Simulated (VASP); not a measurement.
A run of VASP 6.6.1 is set up as follows.

INCAR

```
PREC     = Accurate       # precision mode
ENCUT    = 600            # plane-wave cutoff, eV
EDIFF    = 1E-6           # SCF threshold, eV
ISMEAR   = 0              # smearing method
SIGMA    = 0.1            # smearing width, eV
LREAL    = F              # projectors in reciprocal space
LASPH    = T              # aspherical terms in the spheres
NELM     = 120            # most SCF steps
ALGO     = Normal         # electronic algorithm
ISIF     = 2              # what is computed and relaxed
LWAVE    = F              # write WAVECAR
LCHARG   = T              # write CHGCAR
GGA      = PS             # functional
LELF     = T              # ELF
LVHAR    = T            
NBANDS   = 11             # bands
GGA_COMPAT= F
```

KPOINTS

```
regular mesh
0
Gamma
  4 4 4
```

The input POSCAR:

```
MgSe
1.0
    0.0000000000      2.7337235204      2.7337235204
    2.7337235204      0.0000000000      2.7337235204
    2.7337235204      2.7337235204      0.0000000000
Mg Se
1 1
Direct
    0.0000000000      0.0000000000      0.0000000000
    0.5000000000      0.5000000000      0.5000000000
```

Potentials or basis: VASP PAW PBE potentials, release 64 (Mg, Se).

The run is started by

```console
$ cat potpaw_PBE.64/Mg/POTCAR potpaw_PBE.64/Se/POTCAR > POTCAR
$ mpirun -np 1 vasp_std > vasp.out
```

Q: Predict the pressure.

A: -0.2 GPa.

Q: Predict the band gap on the k mesh.

A: 1.71 eV, indirect (least direct gap 2.42 eV).

Caveat: the k points lie up to 0.50 Å⁻¹ apart; the PAW data sets were made with another functional, which shifts forces and pressure a little. A k mesh can miss the band edges.
